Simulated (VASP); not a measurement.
# BaTiO3 (R3m) in VASP: further runs

The runs below take BaTiO3 through single point, with r2SCAN.

Everything below comes from runs of VASP 6.6.1. Logs are shortened: lines on timing, memory, paths and dates and some standing lists are left out, and cuts for length are marked.

**1. The cell of the first run**

It takes space group R3m (No. 160, trigonal). Conventional cell: a = 5.705 Å, b = 5.705 Å, c = 7.016 Å, α = 90.00°, β = 90.00°, γ = 120.00°. Within 3.7 Å of Ba (site symmetry 3m) lie 12 O at 2.81 to 2.91 Å and 8 Ti at 3.40 to 3.62 Å. Ti (site symmetry 3m) has 6 O at 1.89 to 2.16 Å within 2.5 Å. O (site symmetry m) has 2 Ti at 1.89 to 2.16 Å within 2.5 Å.

**2. Single point, r2SCAN**

POSCAR

```
BaTiO3
1.0
    2.8522820325      1.6467629437      2.3388173962
   -2.8522820325      1.6467629437      2.3388173962
    0.0000000000     -3.2935258875      2.3388173962
Ba Ti O
1 1 3
Direct
    0.0000000000      0.0000000000      0.0000000000
    0.4845000000      0.4845000000      0.4845000000
    0.5086000000      0.5086000000      0.0175000000
    0.0175000000      0.5086000000      0.5086000000
    0.5086000000      0.0175000000      0.5086000000
```

INCAR.step1

```
SYSTEM = BaTiO3
PREC = Accurate
ENCUT = 660
ISMEAR = 0
SIGMA = 0.01
LREAL = .FALSE.
LASPH = .TRUE.
NELM = 120
NBANDS = 28
GGA = PE
ALGO = Normal
EDIFF = 1E-5
LWAVE = .TRUE.
LCHARG = .FALSE.
GGA_COMPAT = .FALSE.
```

INCAR.step2

```
SYSTEM = BaTiO3
PREC = Accurate
ENCUT = 660
EDIFF = 1E-6
ISMEAR = 0
SIGMA = 0.01
LREAL = .FALSE.
LASPH = .TRUE.
NELM = 120
ALGO = Normal
ISIF = 2
LWAVE = .FALSE.
LCHARG = .TRUE.
METAGGA = R2SCAN
LMIXTAU = .TRUE.
LELF = .TRUE.
LVHAR = .TRUE.
NBANDS = 28
ISTART = 1
GGA_COMPAT = .FALSE.
```

KPOINTS

```
Automatic mesh
0
G
  6 6 6
  0 0 0
```

Potentials or basis: VASP PAW PBE potentials, release 64 (Ba_sv, Ti_sv, O).

Command:

```bash
$ cat potpaw_PBE.64/Ba_sv/POTCAR potpaw_PBE.64/Ti_sv/POTCAR potpaw_PBE.64/O/POTCAR > POTCAR
$ cp INCAR.step1 INCAR
$ mpirun -np 1 vasp_std > vasp.out
$ cp INCAR.step2 INCAR
$ mpirun -np 1 vasp_std > vasp.out
```

OUTCAR:

```text
SYSTEM = BaTiO3
   PREC = Accurate
   ENCUT = 660
   EDIFF = 1E-6
   ISMEAR = 0
   LREAL = .FALSE.
   LASPH = .TRUE.
   NELM = 120
   ISIF = 2
   METAGGA = R2SCAN
   ISTART = 1

 ion  position               nearest neighbor table
   1  0.000  0.000  0.000-   3 2.81   4 2.81   5 2.81   4 2.85   5 2.85   5 2.85   4 2.85   3 2.85
                             3 2.85   3 2.91   4 2.91   5 2.91   2 3.40   2 3.46   2 3.46   2 3.46
   2  0.484  0.484  0.484-   3 1.89   4 1.89   5 1.89   3 2.16   4 2.16   5 2.16   1 3.40   1 3.46
                             1 3.46   1 3.46   1 3.53   1 3.53   1 3.53   1 3.62
   3  0.509  0.509  0.017-   2 1.89   2 2.16   1 2.81   1 2.85   1 2.85   1 2.91
   4  0.017  0.509  0.509-   2 1.89   2 2.16   1 2.81   1 2.85   1 2.85   1 2.91
   5  0.509  0.017  0.509-   2 1.89   2 2.16   1 2.81   1 2.85   1 2.85   1 2.91

  LATTYP: Found a trigonal (rhomboedric) cell.
 ALAT       =     4.0394811299
 COS(alpha) =     0.0028424988

  Lattice vectors:

 A1 = (   2.8522820325,   1.6467629437,   2.3388173962)
 A2 = (  -2.8522820325,   1.6467629437,   2.3388173962)
 A3 = (   0.0000000000,  -3.2935258875,   2.3388173962)

Analysis of symmetry for initial positions (statically):
=====================================================================
 Subroutine PRICEL returns:
 Original cell was already a primitive cell.

 Routine SETGRP: Setting up the symmetry group for a
 trigonal (rhombohedral) supercell.

 Subroutine GETGRP returns: Found  6 space group operations
 (whereof  6 operations were pure point group operations)
 out of a pool of 12 trial point group operations.

The static configuration has the point symmetry C_3v.

Analysis of symmetry for dynamics (positions and initial velocities):
=====================================================================
 Subroutine PRICEL returns:
 Original cell was already a primitive cell.

 Routine SETGRP: Setting up the symmetry group for a
 trigonal (rhombohedral) supercell.

 Subroutine GETGRP returns: Found  6 space group operations
 (whereof  6 operations were pure point group operations)
 out of a pool of 12 trial point group operations.

The dynamic configuration has the point symmetry C_3v.

 Subroutine INISYM returns: Found  6 space group operations
 (whereof  6 operations are pure point group operations),
 and found     1 'primitive' translations

----------------------------------------------------------------------------------------

                                     Primitive cell

[... 94 lines left out ...]
   ENCUT  =  660.0 eV  48.51 Ry    6.96 a.u.   8.46  8.46  8.46*2*pi/ulx,y,z
   NELM   =    120;   NELMIN=  2; NELMDL=  0     # of ELM steps
   EDIFF  = 0.1E-05   stopping-criterion for ELM
   LREAL  =      F    real-space projection
   EDIFFG = 0.1E-04   stopping-criterion for IOM
   NSW    =      0    number of steps for IOM
   IBRION =     -1    ionic relax: 0-MD 1-quasi-New 2-CG
   NFREE  =      0    steps in history (QN), initial steepest desc. (CG)
   ISIF   =      2    stress and relaxation
   ISYM   =      2    0-nonsym 1-usesym 2-fastsym
   POTIM  = 0.5000    time-step for ionic-motion
   TEBEG  =    0.0;   TEEND  =   0.0 temperature during run
   PSTRESS=    0.0 pullay stress
   NELECT =      40.0000    total number of electrons
   NUPDOWN=      -1.0000    fix difference up-down
   EMIN   =  10.00;   EMAX   =-10.00  energy-range for DOS
   EFERMI =   0.00;   METHOD = LEGACY
   ISMEAR =     0;   SIGMA  =   0.01  broadening in eV -4-tet -1-fermi 0-gaus
   EFERMI_NEDOS =   21; number of points for ismear=-14 and -15
   IALGO  =     38    algorithm
   IMIX   =      4    mixing-type and parameters
     AMIX     =   0.40;   BMIX     =  1.00
     AMIX_MAG =   1.60;   BMIX_MAG =  1.00
  volume/ion in A,a.u.               =      13.18        88.96
  Fermi-wavevector in a.u.,A,eV,Ry     =   1.386025  2.619208 26.137687  1.921066
  Thomas-Fermi vector in A             =   2.510380
   LORBIT       =      0    0 simple, 1 ext, 2 COOP (PROOUT), +10 PAW based schemes
   METAGGA = R2SCAN    functional components
   LHFCALC =     F    Hartree Fock is set to
   AEXX    =    0.0000 exact exchange contribution
   IVDW    =     0    specifies the selected vdW correction
   LEPSILON=     F    determine dielectric tensor
   LRPA    =     F    only Hartree local field effects (RPA)
 non-spin polarized calculation
 Gauss-broadening in eV      SIGMA  =   0.01
  energy-cutoff  :      660.00
  volume of cell :       65.91
 maximum number of plane-waves:      2560
 NGX is ok and might be reduce to    36
   NGX = 17   NGY = 17   NGZ = 17

 number of electron      40.0000007 magnetization

 Free energy of the ion-electron system (eV)
  ---------------------------------------------------
  ext. energy  EPLUGINS =         0.00000000
  ---------------------------------------------------
  free energy    TOTEN  =       -74.28734993 eV

  energy without entropy =      -74.28734993  energy(sigma->0) =      -74.28734993

 E-fermi :   3.4737     XC(G=0): -11.7427

 val. band max:        3.2605954988   @ k =   0.5000   0.5000   0.5000
 cond. band min:       5.9610357331   @ k =   0.0000   0.0000   0.0000
 fundamental gap:      2.7004402343
 Fermi energy:         3.4737289416

 k-point     1 :       0.0000    0.0000    0.0000
  band No.  band energies     occupation
      1     -55.3722      2.00000
      2     -30.5595      2.00000
      3     -30.5571      2.00000
      4     -30.5571      2.00000
      5     -22.2675      2.00000
      6     -14.4774      2.00000
[... 733 lines left out ...]
     27      11.9270      0.00000
     28      12.4280      0.00000

 [... further k-points ...]
[... 5 lines left out ...]
  --------------------------------------------------------------------------------------
  -------------------------------------------------------------------------------------
  Total       -0.4322666     -0.4322651     -0.3789199      0.0000000      0.0000000      0.0000000
  in kB      -10.5072995    -10.5072631     -9.2105781      0.0000000      0.0000000      0.0000000
  external PRESSURE =     -10.0750469 kB  Pullay stress =       0.0000000 kB

 VOLUME and BASIS-vectors are now :
 -----------------------------------------------------------------------------
  energy-cutoff  :      660.00
  volume of cell :       65.91
      direct lattice vectors                 reciprocal lattice vectors
     2.852282032  1.646762944  2.338817396     0.175298233  0.101208657  0.142522171
    -2.852282032  1.646762944  2.338817396    -0.175298233  0.101208657  0.142522171
     0.000000000 -3.293525887  2.338817396     0.000000000 -0.202417315  0.142522171

 POSITION                                       TOTAL-FORCE (eV/Angst)
 -----------------------------------------------------------------------------------
      0.00000      0.00000      0.00000         0.000000      0.000000     -0.126955
      0.00000     -0.00000      3.39947         0.000000      0.000000     -0.027946
      0.00000      1.61745      2.41997         0.000000     -0.061152      0.051634
     -1.40076     -0.80873      2.41997         0.052959      0.030576      0.051634
      1.40076     -0.80873      2.41997        -0.052959      0.030576      0.051634
 -----------------------------------------------------------------------------------
    total drift:                                0.000000      0.000072     -0.008055

  FREE ENERGIE OF THE ION-ELECTRON SYSTEM (eV)
  ---------------------------------------------------
  free  energy   TOTEN  =       -74.2873499291 eV

  energy  without entropy=      -74.2873499291  energy(sigma->0) =      -74.28734993
```

OSZICAR.step1:

```text
N       E                     dE             d eps       ncg     rms          rms(c)
DAV:   1     0.485543467372E+03    0.48554E+03   -0.23785E+04  1792   0.183E+03
DAV:   2     0.574475192053E+01   -0.47980E+03   -0.45656E+03  1988   0.473E+02
DAV:   3    -0.480153924048E+02   -0.53760E+02   -0.53173E+02  2476   0.149E+02
DAV:   4    -0.506598075614E+02   -0.26444E+01   -0.26377E+01  2720   0.290E+01
DAV:   5    -0.507487623045E+02   -0.88955E-01   -0.88932E-01  2464   0.416E+00    0.232E+01
DAV:   6    -0.402790072420E+02    0.10470E+02   -0.56218E+01  2684   0.675E+01    0.102E+01
DAV:   7    -0.402567715297E+02    0.22236E-01   -0.11891E+01  2412   0.254E+01    0.707E+00
DAV:   8    -0.400604782107E+02    0.19629E+00   -0.59225E-01  2208   0.699E+00    0.386E+00
DAV:   9    -0.400862166224E+02   -0.25738E-01   -0.44755E-01  2632   0.610E+00    0.172E+00
DAV:  10    -0.400592307449E+02    0.26986E-01   -0.19834E-01  2140   0.446E+00    0.622E-01
DAV:  11    -0.400541407567E+02    0.50900E-02   -0.25064E-02  2148   0.969E-01    0.181E-01
DAV:  12    -0.400543309408E+02   -0.19018E-03   -0.34427E-03  2368   0.555E-01    0.149E-01
DAV:  13    -0.400540289786E+02    0.30196E-03   -0.11296E-03  2272   0.348E-01    0.211E-02
DAV:  14    -0.400540373882E+02   -0.84095E-05   -0.47709E-05  2276   0.509E-02
   1 F= -.40054037E+02 E0= -.40054037E+02  d E =-.455601-143
```

Wall time 1.9 min (1 thread of Intel Xeon 6975P-C (Granite Rapids), shared host); peak memory 0.27 GiB.

What came out:

* Free energy: -74.2873 eV
* Pressure: -1.0 GPa
* Largest force: 0.127 eV/Å
* Band gap on the k mesh: 2.70 eV, indirect (least direct gap 3.13 eV)

Forces in eV/Å, atoms in the order of the input:
```
Ba   0.000  0.000 -0.127
Ti   0.000  0.000 -0.028
O    0.000 -0.061  0.052
O    0.053  0.031  0.052
O   -0.053  0.031  0.052
```

Caveat: the PAW data sets were made with another functional, which shifts forces and pressure a little; spin-orbit coupling is left out, which moves the levels of the heavy elements.

**3. Single point, r2SCAN**

This run uses another cell than the first one, of 13.53 Å³/atom, 1.026 times its volume.

POSCAR: that of step 2 with these lines changed.

```diff
@@ -2,5 +2,5 @@
 1.0
-    2.8522820325      1.6467629437      2.3388173962
-   -2.8522820325      1.6467629437      2.3388173962
-    0.0000000000     -3.2935258875      2.3388173962
+    2.8767663377      1.6608989394      2.3588940640
+   -2.8767663377      1.6608989394      2.3588940640
+    0.0000000000     -3.3217978788      2.3588940640
 Ba Ti O
```

INCAR.step1

```
SYSTEM = BaTiO3
  ALGO = Normal
  EDIFF = 1E-5
  ENCUT = 660
  GGA = PE
  GGA_COMPAT = .FALSE.
  ISMEAR = 0
  LASPH = .TRUE.
  LCHARG = .FALSE.
  LREAL = .FALSE.
  LWAVE = .TRUE.
  NBANDS = 28
  NELM = 120
  PREC = Accurate
  SIGMA = 0.01
```

INCAR.step2

```
SYSTEM = BaTiO3
  ALGO = Normal
  EDIFF = 1E-6
  ENCUT = 660
  GGA_COMPAT = .FALSE.
  ISIF = 2
  ISMEAR = 0
  ISTART = 1
  LASPH = .TRUE.
  LCHARG = .TRUE.
  LELF = .TRUE.
  LMIXTAU = .TRUE.
  LREAL = .FALSE.
  LVHAR = .TRUE.
  LWAVE = .FALSE.
  METAGGA = R2SCAN
  NBANDS = 28
  NELM = 120
  PREC = Accurate
  SIGMA = 0.01
```

KPOINTS

```
k-points
0
G
  6 6 6
  0 0 0
```

Potentials or basis: VASP PAW PBE potentials, release 64 (Ba_sv, Ti_sv, O).

Command:

```bash
$ cat potpaw_PBE.64/Ba_sv/POTCAR potpaw_PBE.64/Ti_sv/POTCAR potpaw_PBE.64/O/POTCAR > POTCAR
$ cp INCAR.step1 INCAR
$ mpirun -np 1 vasp_std > vasp.out
$ cp INCAR.step2 INCAR
$ mpirun -np 1 vasp_std > vasp.out
```

It took 1.8 min on 1 thread of Intel Xeon 6975P-C (Granite Rapids), shared host; peak memory 0.27 GiB.

The run converged. Its results:

```yaml
Free_energy: -74.2583 eV
Pressure: -5.1 GPa
Largest_force: 0.286 eV/Å
Band_gap_on_the_k_mesh: 2.63 eV, indirect (least direct gap 3.07 eV)
```

Forces in eV/Å, atoms in the order of the input:
```
Ba   0.000  0.000 -0.134
Ti   0.000  0.000 -0.286
O    0.000 -0.222  0.140
O    0.192  0.111  0.140
O   -0.192  0.111  0.140
```

Stress tensor (GPa, compression positive):
```
-5.23  0.00  0.00
 0.00 -5.23  0.00
 0.00  0.00 -4.87
```

Levels at points of the mesh, in eV from the valence-band top:
| k point | band 16 | band 17 | band 18 | band 19 | band 20 | band 21 | band 22 | band 23 | band 24 | band 25 |
| --- | --- | --- | --- | --- | --- | --- | --- | --- | --- | --- |
| (0.00, 0.00, 0.00) | -1.24 | -1.02 | -0.54 | -0.44 | -0.44 | 2.63 | 2.63 | 2.74 | 4.42 | 4.42 |
| (0.50, 0.00, 0.00) | -1.99 | -1.59 | -1.57 | -0.97 | -0.87 | 2.77 | 3.88 | 3.98 | 4.39 | 6.07 |
| (0.50, 0.50, 0.00) | -2.52 | -1.70 | -0.93 | -0.88 | -0.09 | 3.95 | 3.96 | 4.30 | 4.99 | 7.72 |
| (0.50, 0.50, 0.50) | -2.42 | -2.38 | -0.02 | -0.02 | 0.00 | 4.39 | 4.54 | 4.54 | 6.97 | 6.97 |

Caveat: the PAW data sets were made with another functional, which shifts forces and pressure a little; spin-orbit coupling is left out, which moves the levels of the heavy elements. A k mesh can miss the band edges.

[end of part 1 of 2]
